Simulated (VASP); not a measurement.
# MgO (P6_3/mmc) in VASP: a series of runs

MgO is run at these levels: PBE; tasks: single point.

All numbers are computed with VASP 6.6.1; they aren't measurements. Logs are shortened: lines on timing, memory, paths and dates and some standing lists are left out, and cuts for length are marked.

## (1) The cell of the first run

Symmetry: P6_3/mmc, No. 194, hexagonal system. The conventional cell has a = 3.591 Å, b = 3.591 Å, c = 4.178 Å, α = 90.00°, β = 90.00°, γ = 120.00°. Within 2.7 Å of Mg (site symmetry -6m2) lie 5 O at 2.07 to 2.09 Å. O (site symmetry -6m2) has 5 Mg at 2.07 to 2.09 Å within 2.7 Å.

## (2) Single point, PBE (strain +0.030 along x and y, +0.000 along z)

Input file INCAR:

```
ALGO = Normal ; EDIFF = 1E-6
ENCUT = 520 ; GGA = PE
ISIF = 2 ; ISMEAR = 0
LASPH = T ; LCHARG = F
LREAL = F ; LWAVE = F
NBANDS = 16 ; NELM = 60
PREC = Accurate ; SIGMA = 0.05
```

Input file KPOINTS:

```
k-points
0
Gamma
  6 6 6
```

Input file POSCAR:

```
MgO
1.0
    3.5909691986      0.0000000000      0.0000000000
   -1.7954845993      3.1098705502      0.0000000000
    0.0000000000      0.0000000000      4.1780412200
Mg O
2 2
Direct
    0.6666666667      0.3333333333      0.7500000000
    0.3333333333      0.6666666667      0.2500000000
    0.6666666667      0.3333333333      0.2500000000
    0.3333333333      0.6666666667      0.7500000000
```

Potentials or basis: VASP PAW PBE potentials, release 64 (Mg, O).

Command:

```bash
$ cat potpaw_PBE.64/Mg/POTCAR potpaw_PBE.64/O/POTCAR > POTCAR
$ mpirun -np 1 vasp_std > vasp.out
```

OUTCAR:

```text
EDIFF = 1E-6
   ENCUT = 520
   GGA = PE
   ISIF = 2
   ISMEAR = 0
   LASPH = T
   LREAL = F
   NELM = 60
   PREC = Accurate

 ion  position               nearest neighbor table
   1  0.667  0.333  0.750-   4 2.07   4 2.07   4 2.07   3 2.09   3 2.09   2 2.94   2 2.94   2 2.94
                             2 2.94   2 2.94   2 2.94
   2  0.333  0.667  0.250-   3 2.07   3 2.07   3 2.07   4 2.09   4 2.09   1 2.94   1 2.94   1 2.94
                             1 2.94   1 2.94   1 2.94
   3  0.667  0.333  0.250-   2 2.07   2 2.07   2 2.07   1 2.09   1 2.09
   4  0.333  0.667  0.750-   1 2.07   1 2.07   1 2.07   2 2.09   2 2.09

  LATTYP: Found a hexagonal cell.
 ALAT       =     3.5909691986
 C/A-ratio  =     1.1634856745

  Lattice vectors:

 A1 = (   3.5909691986,   0.0000000000,   0.0000000000)
 A2 = (  -1.7954845993,   3.1098705502,   0.0000000000)
 A3 = (   0.0000000000,   0.0000000000,   4.1780412200)

Analysis of symmetry for initial positions (statically):
=====================================================================
 Subroutine PRICEL returns:
 Original cell was already a primitive cell.

 Routine SETGRP: Setting up the symmetry group for a
 hexagonal supercell.

 Subroutine GETGRP returns: Found 24 space group operations
 (whereof 12 operations were pure point group operations)
 out of a pool of 24 trial point group operations.

The static configuration has the point symmetry D_3d.
 The point group associated with its full space group is D_6h.

Analysis of symmetry for dynamics (positions and initial velocities):
=====================================================================
 Subroutine PRICEL returns:
 Original cell was already a primitive cell.

 Routine SETGRP: Setting up the symmetry group for a
 hexagonal supercell.

 Subroutine GETGRP returns: Found 24 space group operations
 (whereof 12 operations were pure point group operations)
 out of a pool of 24 trial point group operations.

The dynamic configuration has the point symmetry D_3d.
 The point group associated with its full space group is D_6h.

 Subroutine INISYM returns: Found 24 space group operations
 (whereof 12 operations are pure point group operations),
 and found     1 'primitive' translations

----------------------------------------------------------------------------------------

[... 97 lines left out ...]
   LREAL  =      F    real-space projection
   EDIFFG = 0.1E-04   stopping-criterion for IOM
   NSW    =      0    number of steps for IOM
   IBRION =     -1    ionic relax: 0-MD 1-quasi-New 2-CG
   NFREE  =      0    steps in history (QN), initial steepest desc. (CG)
   ISIF   =      2    stress and relaxation
   ISYM   =      2    0-nonsym 1-usesym 2-fastsym
   POTIM  = 0.5000    time-step for ionic-motion
   TEBEG  =    0.0;   TEEND  =   0.0 temperature during run
   PSTRESS=    0.0 pullay stress
   NELECT =      16.0000    total number of electrons
   NUPDOWN=      -1.0000    fix difference up-down
   EMIN   =  10.00;   EMAX   =-10.00  energy-range for DOS
   EFERMI =   0.00;   METHOD = LEGACY
   ISMEAR =     0;   SIGMA  =   0.05  broadening in eV -4-tet -1-fermi 0-gaus
   EFERMI_NEDOS =   21; number of points for ismear=-14 and -15
   IALGO  =     38    algorithm
   IMIX   =      4    mixing-type and parameters
     AMIX     =   0.40;   BMIX     =  1.00
     AMIX_MAG =   1.60;   BMIX_MAG =  1.00
  volume/ion in A,a.u.               =      11.66        78.72
  Fermi-wavevector in a.u.,A,eV,Ry     =   1.145880  2.165400 17.865016  1.313042
  Thomas-Fermi vector in A             =   2.282567
   LORBIT       =      0    0 simple, 1 ext, 2 COOP (PROOUT), +10 PAW based schemes
   GGA     = PE    functional components
   LHFCALC =     F    Hartree Fock is set to
   AEXX    =    0.0000 exact exchange contribution
   IVDW    =     0    specifies the selected vdW correction
   LEPSILON=     F    determine dielectric tensor
   LRPA    =     F    only Hartree local field effects (RPA)
 non-spin polarized calculation
 Gauss-broadening in eV      SIGMA  =   0.05
  energy-cutoff  :      520.00
  volume of cell :       46.66
 maximum number of plane-waves:      1287
 NGX is ok and might be reduce to    28
   NGX = 13   NGY = 13   NGZ = 15

 number of electron      16.0000002 magnetization

 Free energy of the ion-electron system (eV)
  ---------------------------------------------------
  ext. energy  EPLUGINS =         0.00000000
  ---------------------------------------------------
  free energy    TOTEN  =       -23.64802094 eV

  energy without entropy =      -23.64802094  energy(sigma->0) =      -23.64802094

 E-fermi :   1.8021     XC(G=0):  -9.8055

 val. band max:        1.5712685911   @ k =   0.0000   0.0000   0.0000
 cond. band min:       4.7599394104   @ k =   0.0000   0.0000   0.0000
 fundamental gap:      3.1886708193
 Fermi energy:         1.8020793500

 k-point     1 :       0.0000    0.0000    0.0000
  band No.  band energies     occupation
      1     -15.0734      2.00000
      2     -13.7782      2.00000
      3      -1.7624      2.00000
      4      -0.0492      2.00000
      5      -0.0492      2.00000
      6       0.9217      2.00000
[... 433 lines left out ...]
      3      -1.8029      2.00000
      4      -1.8029      2.00000
      5       0.2339      2.00000
      6       0.2339      2.00000
[... 8 lines left out ...]
     15      16.2177      0.00000
     16      16.2177      0.00000

 [... further k-points ...]

------------------------ aborting loop because EDIFF is reached ----------------------------------------

  FORCE on cell =-STRESS in cart. coord.  units (eV):
  Direction    XX          YY          ZZ          XY          YZ          ZX
  --------------------------------------------------------------------------------------
  -------------------------------------------------------------------------------------
  Total       -1.3348083     -1.3348083     -0.0125561     -0.0000000     -0.0000000     -0.0000000
  in kB      -45.8355855    -45.8355855     -0.4311615     -0.0000000     -0.0000000     -0.0000000
  external PRESSURE =     -30.7007775 kB  Pullay stress =       0.0000000 kB

 VOLUME and BASIS-vectors are now :
 -----------------------------------------------------------------------------
  energy-cutoff  :      520.00
  volume of cell :       46.66
      direct lattice vectors                 reciprocal lattice vectors
     3.590969199  0.000000000  0.000000000     0.278476351  0.160778396  0.000000000
    -1.795484599  3.109870550  0.000000000     0.000000000  0.321556793  0.000000000
     0.000000000  0.000000000  4.178041220     0.000000000  0.000000000  0.239346609

 POSITION                                       TOTAL-FORCE (eV/Angst)
 -----------------------------------------------------------------------------------
      1.79548      1.03662      3.13353         0.000000      0.000000      0.000000
     -0.00000      2.07325      1.04451        -0.000000     -0.000000      0.000000
      1.79548      1.03662      1.04451        -0.000000     -0.000000      0.000000
     -0.00000      2.07325      3.13353         0.000000      0.000000     -0.000000
 -----------------------------------------------------------------------------------
    total drift:                               -0.000000      0.000000     -0.000000

  FREE ENERGIE OF THE ION-ELECTRON SYSTEM (eV)
  ---------------------------------------------------
  free  energy   TOTEN  =       -23.6480209397 eV

  energy  without entropy=      -23.6480209397  energy(sigma->0) =      -23.64802094
```

stdout:

```text
POSCAR found type information on POSCAR MgO
 POSCAR found :  2 types and       4 ions
 scaLAPACK will be used
 LDA part: xc-table for (Slater+PW92), standard interpolation
 POSCAR, INCAR and KPOINTS ok, starting setup
 FFT: planning ... GRIDC
 FFT: planning ... GRID_SOFT
 FFT: planning ... GRID
 WAVECAR not read
 entering main loop
```

Wall time 8.9 s (1 thread of Intel Xeon 6975P-C (Granite Rapids), shared host); peak memory 0.16 GiB.

Results:

* Free energy: -23.6480 eV
* Pressure: -3.1 GPa
* Band gap on the k mesh: 3.19 eV, direct

Caveat: the cell differs from its parent crystal (strain +0.030 along x and y, +0.000 along z).

## (3) Single point, PBE (strain +0.015 along x and y, +0.030 along z)

Input file INCAR:

```
SYSTEM = MgO
PREC = Accurate
ENCUT = 520
EDIFF = 1E-6
ISMEAR = 0
SIGMA = 0.05
LREAL = .FALSE.
LASPH = .TRUE.
NELM = 80
ALGO = Normal
ISIF = 2
LWAVE = .FALSE.
LCHARG = .TRUE.
GGA = PE
LELF = .TRUE.
LVHAR = .TRUE.
NBANDS = 16
```

Input file KPOINTS:

```
regular mesh
0
G
  6 6 6
  0 0 0
```

Input file POSCAR:

```
MgO
1.0
    3.5386735306      0.0000000000      0.0000000000
   -1.7693367653      3.0645811732      0.0000000000
    0.0000000000      0.0000000000      4.3033824566
Mg O
2 2
Direct
    0.6666666667      0.3333333333      0.7500000000
    0.3333333333      0.6666666667      0.2500000000
    0.6666666667      0.3333333333      0.2500000000
    0.3333333333      0.6666666667      0.7500000000
```

Potentials or basis: VASP PAW PBE potentials, release 64 (Mg, O).

Command:

```bash
$ cat potpaw_PBE.64/Mg/POTCAR potpaw_PBE.64/O/POTCAR > POTCAR
$ mpirun -np 1 vasp_std > vasp.out
```

Run time: 8.8 s. Hardware: 1 thread of Intel Xeon 6975P-C (Granite Rapids), shared host; peak memory 0.16 GiB.

The run converged. Its results:

- Free energy: -23.6596 eV
- Pressure: -3.5 GPa
- Band gap on the k mesh: 3.12 eV, direct

Stress tensor (GPa, compression positive):
```
-2.98  0.00  0.00
 0.00 -2.98  0.00
 0.00  0.00 -4.57
```

Levels at points of the mesh, in eV from the valence-band top:
```
           k point  band 6  band 7  band 8  band 9  band 10  band 11
(0.00, 0.00, 0.00)   -0.77   -0.77    0.00    3.12     8.94    11.64
(0.50, 0.00, 0.00)   -1.94   -1.22   -0.54    6.84     8.45     9.57
(0.00, 0.00, 0.50)   -1.21   -1.21   -1.21    6.11     6.11    12.58
(0.50, 0.00, 0.50)   -1.46   -0.77   -0.77    7.09     7.09    11.28
```

Caveat: the cell differs from its parent crystal (strain +0.015 along x and y, +0.030 along z).
